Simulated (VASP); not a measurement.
# Ba (P6/mmm) in VASP: density of states with PBE

Aim: the density of states of Ba with PBE.

All numbers are computed with VASP 6.6.1; they aren't measurements. Logs are shortened: lines on timing, memory, paths and dates and some standing lists are left out, and cuts for length are marked.

### 1 The cell of the first run

It takes space group P6/mmm (No. 191, hexagonal). Conventional cell: a = 3.806 Å, b = 3.806 Å, c = 3.469 Å, α = 90.00°, β = 90.00°, γ = 120.00°. Ba (site symmetry 6/mmm) has 8 Ba at 3.47 to 3.81 Å within 4.6 Å.

### 2 Density of states, PBE (volume scaled by 0.7)

POSCAR reads:

```
Ba
1.0
    3.8063414173      0.0000000000      0.0000000000
   -1.9031707087      3.2963883629      0.0000000000
    0.0000000000      0.0000000000      3.4694256436
Ba
1
Direct
    0.0000000000      0.0000000000      0.0000000000
```

INCAR.step1 reads:

```
PREC = Accurate
ENCUT = 520
EDIFF = 1E-6
ISMEAR = -1
SIGMA = 0.08
LREAL = F
LASPH = T
NELM = 100
ALGO = Normal
ISIF = 2
LWAVE = F
LCHARG = T
GGA = PE
NBANDS = 11
```

KPOINTS.step1 reads:

```
regular mesh
0
Gamma
  10 10 9
```

INCAR.step2 reads:

```
PREC = Accurate
ENCUT = 520
EDIFF = 1E-6
ISMEAR = -5
SIGMA = 0.08
LREAL = F
LASPH = T
NELM = 100
ALGO = Normal
ISIF = 2
LWAVE = F
LCHARG = F
GGA = PE
LORBIT = 11
NBANDS = 11
NEDOS = 1001
ICHARG = 11
```

KPOINTS.step2 reads:

```
regular mesh
0
Gamma
  15 15 14
```

Potentials or basis: VASP PAW PBE potentials, release 64 (Ba_sv).

Command:

```sh
cat potpaw_PBE.64/Ba_sv/POTCAR > POTCAR
cp INCAR.step1 INCAR
cp KPOINTS.step1 KPOINTS
mpirun -np 1 vasp_std > vasp.out
cp INCAR.step2 INCAR
cp KPOINTS.step2 KPOINTS
mpirun -np 1 vasp_std > vasp.out
```

OUTCAR:

```text
PREC = Accurate
   ENCUT = 520
   EDIFF = 1E-6
   ISMEAR = -5
   LREAL = F
   LASPH = T
   NELM = 100
   ISIF = 2
   GGA = PE
   LORBIT = 11
   ICHARG = 11

 ion  position               nearest neighbor table
   1  0.000  0.000  0.000-

  LATTYP: Found a hexagonal cell.
 ALAT       =     3.8063414173
 C/A-ratio  =     0.9114856665

  Lattice vectors:

 A1 = (   3.8063414173,   0.0000000000,   0.0000000000)
 A2 = (  -1.9031707087,   3.2963883629,   0.0000000000)
 A3 = (   0.0000000000,   0.0000000000,   3.4694256436)

Analysis of symmetry for initial positions (statically):
=====================================================================
 Subroutine PRICEL returns:
 Original cell was already a primitive cell.

 Routine SETGRP: Setting up the symmetry group for a
 hexagonal supercell.

 Subroutine GETGRP returns: Found 24 space group operations
 (whereof 24 operations were pure point group operations)
 out of a pool of 24 trial point group operations.

The static configuration has the point symmetry D_6h.

Analysis of symmetry for dynamics (positions and initial velocities):
=====================================================================
 Subroutine PRICEL returns:
 Original cell was already a primitive cell.

 Routine SETGRP: Setting up the symmetry group for a
 hexagonal supercell.

 Subroutine GETGRP returns: Found 24 space group operations
 (whereof 24 operations were pure point group operations)
 out of a pool of 24 trial point group operations.

The dynamic configuration has the point symmetry D_6h.

 Subroutine INISYM returns: Found 24 space group operations
 (whereof 24 operations are pure point group operations),
 and found     1 'primitive' translations

----------------------------------------------------------------------------------------

                                     Primitive cell

  volume of cell :      43.5315

  direct lattice vectors                    reciprocal lattice vectors
     3.806341417  0.000000000  0.000000000     0.262719470  0.151681157  0.000000000
    -1.903170709  3.296388363  0.000000000     0.000000000  0.303362314  0.000000000
     0.000000000  0.000000000  3.469425644     0.000000000  0.000000000  0.288232146

  length of vectors
     3.806341417  3.806341417  3.469425644     0.303362314  0.303362314  0.288232146

  position of ions in fractional coordinates (direct lattice)
     0.000000000  0.000000000  0.000000000

  ion indices of the primitive-cell ions
   primitive index   ion index
                 1           1

----------------------------------------------------------------------------------------

 KPOINTS: regular mesh

Automatic generation of k-mesh.
 Grid dimensions read from file:
 generate k-points for:   15   15   14

 Generating k-lattice:

  Cartesian coordinates                     Fractional coordinates (reciprocal lattice)
     0.017514631  0.010112077  0.000000000     0.066666667  0.000000000  0.000000000
     0.000000000  0.020224154  0.000000000     0.000000000  0.066666667  0.000000000
     0.000000000  0.000000000  0.020588010     0.000000000  0.000000000  0.071428571

  Length of vectors
     0.020224154  0.020224154  0.020588010

  Shift w.r.t. Gamma in fractional coordinates (k-lattice)
     0.000000000  0.000000000  0.000000000

 TETIRR: Found   3206 inequivalent tetrahedra from    18900

 Subroutine IBZKPT returns following result:
 ===========================================

 Found    216 irreducible k-points:

 Following reciprocal coordinates:
            Coordinates               Weight
  0.000000  0.000000  0.000000      1.000000
  0.066667 -0.000000  0.000000      6.000000
  0.133333 -0.000000  0.000000      6.000000
  0.200000 -0.000000  0.000000      6.000000
  0.266667 -0.000000  0.000000      6.000000
  0.333333 -0.000000  0.000000      6.000000
[... 16 lines left out ...]
  0.333333  0.200000  0.000000     12.000000
  0.400000  0.200000  0.000000      6.000000
 [... further k-points ...]
   k-points           NKPTS =    216   k-points in BZ     NKDIM =    216   number of bands    NBANDS=     11
   number of dos      NEDOS =   1001   number of ions     NIONS =      1
   total plane-waves  NPLWV =  21952
   dimension x,y,z NGX =    28 NGY =   28 NGZ =   28
   dimension x,y,z NGXF=    56 NGYF=   56 NGZF=   56
   ions per type =               1
   NGX,Y,Z   is equivalent  to a cutoff of  12.23, 12.23, 13.42 a.u.
   NGXF,Y,Z  is equivalent  to a cutoff of  24.46, 24.46, 26.83 a.u.
 SYSTEM =  unknown system
   PREC   = accura    normal or accurate (medium, high low for compatibility)
   ISTART =      0    job   : 0-new  1-cont  2-samecut
   ICHARG =     11    charge: 1-file 2-atom 10-const
   ISPIN  =      1    spin polarized calculation?
   LNONCOLLINEAR =      F non collinear calculations
   LSORBIT =      F    spin-orbit coupling
   LASPH  =      T    aspherical Exc in radial PAW
   ENCUT  =  520.0 eV  38.22 Ry    6.18 a.u.   7.08  7.08  6.45*2*pi/ulx,y,z
   NELM   =    100;   NELMIN=  2; NELMDL=  0     # of ELM steps
   EDIFF  = 0.1E-05   stopping-criterion for ELM
   LREAL  =      F    real-space projection
   EDIFFG = 0.1E-04   stopping-criterion for IOM
   NSW    =      0    number of steps for IOM
   IBRION =     -1    ionic relax: 0-MD 1-quasi-New 2-CG
   NFREE  =      0    steps in history (QN), initial steepest desc. (CG)
   ISIF   =      2    stress and relaxation
   ISYM   =      2    0-nonsym 1-usesym 2-fastsym
   POTIM  = 0.5000    time-step for ionic-motion
   TEBEG  =    0.0;   TEEND  =   0.0 temperature during run
   PSTRESS=    0.0 pullay stress
   NELECT =      10.0000    total number of electrons
   NUPDOWN=      -1.0000    fix difference up-down
   EMIN   =  10.00;   EMAX   =-10.00  energy-range for DOS
   EFERMI =   0.00;   METHOD = LEGACY
   ISMEAR =    -5;   SIGMA  =   0.08  broadening in eV -4-tet -1-fermi 0-gaus
   EFERMI_NEDOS =   21; number of points for ismear=-14 and -15
   IALGO  =     38    algorithm
   IMIX   =      4    mixing-type and parameters
     AMIX     =   0.40;   BMIX     =  1.00
     AMIX_MAG =   1.60;   BMIX_MAG =  1.00
  volume/ion in A,a.u.               =      43.53       293.77
  Fermi-wavevector in a.u.,A,eV,Ry     =   1.002629  1.894694 13.677460  1.005265
  Thomas-Fermi vector in A             =   2.135129
   LORBIT       =     11    0 simple, 1 ext, 2 COOP (PROOUT), +10 PAW based schemes
   GGA     = PE    functional components
   LHFCALC =     F    Hartree Fock is set to
   AEXX    =    0.0000 exact exchange contribution
   IVDW    =     0    specifies the selected vdW correction
   LEPSILON=     F    determine dielectric tensor
   LRPA    =     F    only Hartree local field effects (RPA)
 non-spin polarized calculation
 Fermi weights with tetrahedron method with Bloechl corrections
  energy-cutoff  :      520.00
  volume of cell :       43.53
 maximum number of plane-waves:      1189

 number of electron      10.0000002 magnetization

 Free energy of the ion-electron system (eV)
  ---------------------------------------------------
  ext. energy  EPLUGINS =         0.00000000
  ---------------------------------------------------
  free energy    TOTEN  =        -1.48580303 eV

  energy without entropy =       -1.48580303  energy(sigma->0) =       -1.48580303

 E-fermi :   3.1875     XC(G=0):  -8.6890

 val. band max:        3.2747572670   @ k =   0.3333   0.3333   0.2857
 cond. band min:       3.1054506097   @ k =   0.4000   0.1333   0.2857
 fundamental gap:     -0.1693066573
 Fermi energy:         3.1875432205

 k-point     1 :       0.0000    0.0000    0.0000
  band No.  band energies     occupation
      1     -25.6637      2.00000
      2     -10.1316      2.00000
      3     -10.1316      2.00000
      4      -9.9352      2.00000
      5       0.4434      2.00000
      6       2.9390      2.00000
      7       5.1364      0.00000
      8       5.1364      0.00000
      9      10.0374      0.00000
     10      10.0607      0.00000
     11      10.0607      0.00000

 k-point     2 :       0.0667   -0.0000    0.0000
  band No.  band energies     occupation
      1     -25.6559      2.00000
      2     -10.2039      2.00000
      3     -10.1466      2.00000
      4      -9.9281      2.00000
      5       0.5683      2.00000
      6       2.9951      2.19441
      7       4.9454      0.00000
      8       5.2545      0.00000
      9       9.7577      0.00000
     10      10.0243      0.00000
     11      10.4054      0.00000

 k-point     3 :       0.1333   -0.0000    0.0000
  band No.  band energies     occupation
      1     -25.6337      2.00000
      2     -10.4014      2.00000
      3     -10.1885      2.00000
      4      -9.9079      2.00000
      5       0.9080      2.00000
      6       3.1498      0.82358
      7       4.5363      0.00000
      8       5.6040      0.00000
      9       9.1256      0.00000
     10       9.9243      0.00000
     11      11.3585      0.00000

 k-point     4 :       0.2000   -0.0000    0.0000
  band No.  band energies     occupation
      1     -25.6007      2.00000
      2     -10.6764      2.00000
      3     -10.2491      2.00000
      4      -9.8779      2.00000
      5       1.3628      2.00000
      6       3.3080     -0.00128
      7       4.2400      0.00000
      8       6.1703      0.00000
      9       8.4570      0.00000
     10       9.7845      0.00000
     11      12.6090      0.00000

 k-point     5 :       0.2667   -0.0000    0.0000
  band No.  band energies     occupation
      1     -25.5623      2.00000
      2     -10.9724      2.00000
      3     -10.3171      2.00000
      4      -9.8431      2.00000
      5       1.7763      2.00000
      6       3.2806      0.00000
      7       4.4005      0.00000
      8       6.9297      0.00000
      9       7.8639      0.00000
     10       9.6335      0.00000
     11      11.9394      0.00000
[... 211 lines left out ...]
 k-point    21 :       0.2000    0.2000    0.0000
  band No.  band energies     occupation
      1     -25.5161      2.00000
      2     -11.1761      2.00000
      3     -10.5523      2.00000
      4      -9.8013      2.00000
      5       2.6188      2.00000
      6       3.4775      0.00000
      7       4.0328      0.00000
      8       7.5135      0.00000
      9       8.1185      0.00000
     10       8.9995      0.00000
     11      11.7172      0.00000

 k-point    22 :       0.2667    0.2000    0.0000
  band No.  band energies     occupation
      1     -25.4883      2.00000
      2     -11.2991      2.00000
      3     -10.6799      2.00000
      4      -9.7763      2.00000
      5       2.9500      1.97706
      6       3.4942      0.00000
      7       4.3457      0.00000
      8       7.3194      0.00000
      9       8.6949      0.00000
     10       8.7250      0.00000
     11      11.5077      0.00000

 k-point    23 :       0.3333    0.2000    0.0000
  band No.  band energies     occupation
      1     -25.4693      2.00000
      2     -11.3760      2.00000
      3     -10.7706      2.00000
      4      -9.7591      2.00000
      5       2.9638      1.80321
      6       3.7115      0.00000
      7       4.6860      0.00000
      8       7.2058      0.00000
      9       8.4866      0.00000
     10       9.2265      0.00000
     11      10.7500      0.00000

 k-point    24 :       0.4000    0.2000    0.0000
  band No.  band energies     occupation
      1     -25.4626      2.00000
      2     -11.4020      2.00000
      3     -10.8033      2.00000
      4      -9.7530      2.00000
      5       2.9406      1.81800
      6       3.8151      0.00000
      7       4.8380      0.00000
      8       7.1689      0.00000
      9       8.4126      0.00000
     10       9.8330      0.00000
     11       9.9114      0.00000

 [... further k-points ...]

------------------------ aborting loop because EDIFF is reached ----------------------------------------

  FORCE on cell =-STRESS in cart. coord.  units (eV):
  Direction    XX          YY          ZZ          XY          YZ          ZX
  --------------------------------------------------------------------------------------
  -------------------------------------------------------------------------------------
  Total        1.3598095      1.3598095      1.4440656     -0.0000000     -0.0000000     -0.0000000
  in kB       50.0477945     50.0477945     53.1488433     -0.0000000     -0.0000000     -0.0000000
  external PRESSURE =      51.0814775 kB  Pullay stress =       0.0000000 kB

 VOLUME and BASIS-vectors are now :
 -----------------------------------------------------------------------------
  energy-cutoff  :      520.00
  volume of cell :       43.53
      direct lattice vectors                 reciprocal lattice vectors
     3.806341417  0.000000000  0.000000000     0.262719470  0.151681157  0.000000000
    -1.903170709  3.296388363  0.000000000     0.000000000  0.303362314  0.000000000
     0.000000000  0.000000000  3.469425644     0.000000000  0.000000000  0.288232146

 POSITION                                       TOTAL-FORCE (eV/Angst)
 -----------------------------------------------------------------------------------
      0.00000      0.00000      0.00000         0.000000      0.000000      0.000000
 -----------------------------------------------------------------------------------
    total drift:                                0.000000      0.000000      0.000000

  FREE ENERGIE OF THE ION-ELECTRON SYSTEM (eV)
  ---------------------------------------------------
  free  energy   TOTEN  =        -1.4858030300 eV

  energy  without entropy=       -1.4858030300  energy(sigma->0) =       -1.48580303

 total charge

# of ion       s       p       d       tot
------------------------------------------
    1        2.069   5.516   0.482   8.068
```

Wall time 26 s (1 thread of Intel Xeon 6975P-C (Granite Rapids), shared host); peak memory 0.22 GiB.

Results:

```
Valence electrons inside the program's atomic spheres : Ba 8.07
```

Caveat: spin-orbit coupling is left out, which moves the levels of the heavy elements; tetrahedron occupations give inexact forces and stress in metals.
